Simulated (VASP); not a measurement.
Write the native input for VASP 6.6.1 that does the following.

- Task: relaxation of cell and atoms
- Functional: PBE
- Potentials or basis: VASP PAW PBE potentials, release 64 (Cu, Pt)
- Cutoff: 600 eV
- k mesh: 6 × 6 × 6
- Occupations: gaussian, width 0.1 eV
- Spin: no spin polarisation
- Dipole correction: no
- Further INCAR settings: ALGO = Normal; EDIFF = 1e-06; IBRION = 2; EDIFFG = -0.04; NSW = 90; ISIF = 3

The structure of CuPt2 lies in POSCAR:

```
CuPt2
1.0
    4.0340027597      0.0000000000      0.0000000000
   -2.0170013799      3.4935488689      0.0000000000
    0.0000000000      0.0000000000      2.8373731253
Cu Pt
1 2
Direct
    0.0000000000      0.0000000000      0.0000000000
    0.3333333333      0.6666666667      0.5000000000
    0.6666666667      0.3333333333      0.5000000000
```

These files were run (other wordings do the same):

INCAR

```
PREC = Accurate
ENCUT = 600
EDIFF = 1E-6
ISMEAR = 0
SIGMA = 0.1
LREAL = F
LASPH = T
NELM = 100
ALGO = Normal
ISIF = 3
LWAVE = F
LCHARG = F
GGA = PE
IBRION = 2
NSW = 90
EDIFFG = -0.04
```

KPOINTS

```
Automatic mesh
0
Gamma
  6 6 6
```

Potentials or basis: VASP PAW PBE potentials, release 64 (Cu, Pt).

Launch:

```console
$ cat potpaw_PBE.64/Cu/POTCAR potpaw_PBE.64/Pt/POTCAR > POTCAR
$ mpirun -np 1 vasp_std > vasp.out
```

Results of the run:

The relaxed volume is 15.22 Å³/atom, the relaxed cell is a = 4.424 Å, b = 4.424 Å, c = 2.694 Å, α = 90.00°, β = 90.00°, γ = 120.00° and the space group after relaxing (to 0.05 Å) is P6/mmm (No. 191). The energy gained by relaxing is 482.6 meV/atom. The ionic steps are 9. The pressure after relaxing is 0.0 GPa.

Caveat: the k points lie up to 0.39 Å⁻¹ apart in the final cell.

Run time: 120 s on 1 thread of Intel(R) Xeon(R) Platinum 8488C (Sapphire Rapids), with other jobs on the host, peak memory 0.19 GiB.
